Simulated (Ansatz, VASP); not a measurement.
# Two plane-wave programs on SiC5

Contents of INCAR:

```
SYSTEM = SiC5
ALGO = Normal ; EDIFF = 1E-7
EDIFFG = -0.01 ; ENCUT = 600
GGA = PE ; IBRION = 2
ISIF = 3 ; ISMEAR = 0
LASPH = .True. ; LCHARG = .False.
LREAL = .False. ; LWAVE = .False.
NELM = 60 ; NSW = 100
PREC = Accurate ; SIGMA = 0.1
```

KPOINTS

```
k-points
0
Gamma
  12 12 6
  0 0 0
```

Contents of POSCAR:

```
SiC5
1.0
    3.5850644920      0.0000000000      0.0000000000
   -1.7925322460      3.1047569242      0.0000000000
    0.0000000000      0.0000000000      7.4364509378
Si C
1 5
Direct
    0.0000000000      0.0000000000      0.5000000000
    0.3333333333      0.6666666667      0.5000000000
    0.0000000000      0.7746795231      0.0000000000
    0.7746795231      0.0000000000      0.0000000000
    0.2253204769      0.2253204769      0.0000000000
    0.6666666667      0.3333333333      0.5000000000
```

Input for Ansatz:

```yaml
crystal:
  lattice:
    - [3.585064492, 0.0, 0.0]
    - [-1.792532246, 3.1047569242, 0.0]
    - [0.0, 0.0, 7.4364509378]
  atoms:
    - { symbol: Si, position: [0.0, 0.0, 0.5] }
    - { symbol: C, position: [0.3333333333, 0.6666666667, 0.5] }
    - { symbol: C, position: [0.0, 0.7746795231, 0.0] }
    - { symbol: C, position: [0.7746795231, 0.0, 0.0] }
    - { symbol: C, position: [0.2253204769, 0.2253204769, 0.0] }
    - { symbol: C, position: [0.6666666667, 0.3333333333, 0.5] }
basis:
  ecutwfc: 420
kpoints:
  mp_grid: { grid: [12, 12, 6] }
hamiltonian:
  xc: pbe
scf:
  occupations: { method: gaussian, width: 0.1 }
output:
  forces: true
  stress: true
  eigenvalues: true
relax:
  adjacent_minimum: "off"
  f_tol: 0.01
  max_steps: 80
  cell: { stress_tol: 0.05 }
```

Change from the starting cell: species swapped into the MgAu5 type (P-62m, No. 189).

Alike in both runs: task relaxation of cell and atoms; functional PBE; k mesh 12 × 12 × 6; occupations gaussian, width 0.1 eV; no spin polarisation.

|  | VASP | Ansatz |
| --- | --- | --- |
| version | VASP 6.6.1 | Ansatz 0.2.0 |
| potentials or method | VASP PAW PBE potentials, release 64 (Si, C), cutoff 600 eV | scalar-relativistic, plane waves, PAW |
| valence electrons in the cell | 24 | 24 |

|  | VASP | Ansatz | Ansatz less VASP |
| --- | --- | --- | --- |
| gap on the k mesh at the Fermi level, each at its own relaxed structure (eV) | none | none | - |
| relaxed volume (Å³/atom) | 15.07 | 15.30 | +0.230 |
| relaxed cell length with the largest relative difference (Å) | 8.079 | 8.195 | +0.1157 |

A gap of «none» marks a metal or a gap that the smearing closes.
